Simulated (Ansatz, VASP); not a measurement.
**HfSnO4: VASP beside Ansatz**

```
Hf Sn O
1.0
     3.41522   -3.38961    0.00000
     3.41522    3.38961    0.00000
     0.00000    0.00000    3.20137
Hf Sn O
1 1 4
Cartesian
  3.4152 0.0000 1.6007
  0.0000 0.0000 0.0000
  1.3237 0.0000 1.6007
  5.5068 0.0000 1.6007
  3.4152 -1.3269 0.0000
  3.4152 1.3269 0.0000
```

Alike in both runs: task single point; functional PBE; k mesh 6 × 6 × 8; occupations fermi-dirac, width 0.02 eV; no spin polarisation.

|  | VASP | Ansatz |
| --- | --- | --- |
| version | VASP 6.6.1 | Ansatz 0.2.0 |
| potentials or method | VASP PAW PBE potentials, release 64 (Hf_pv, Sn_d, O) | plane waves, PAW |
| plane-wave cutoff (eV) | 520 | 420 |
| valence electrons in the cell | 48 | 64 |

```csv
,VASP,Ansatz,Ansatz less VASP
gap on the k mesh at the Fermi level (eV),2.39,2.42,+0.029
pressure (GPa),5.2,6.3,+1.16
"traceless stress, the component that is largest in VASP (GPa)",-0.45,-0.35,+0.102
rms of the force components (eV/Å),0.173,0.074,-0.0992
```

Atom by atom the forces differ by 0.102 eV/Å (rms over components). The functional is the same, so the differences come from potentials, cutoffs and numerics. VASP's potentials hold 48 valence electrons a cell and Ansatz's 64, so a difference there can come from the potentials and not from the codes.

Spin-orbit coupling is off throughout.
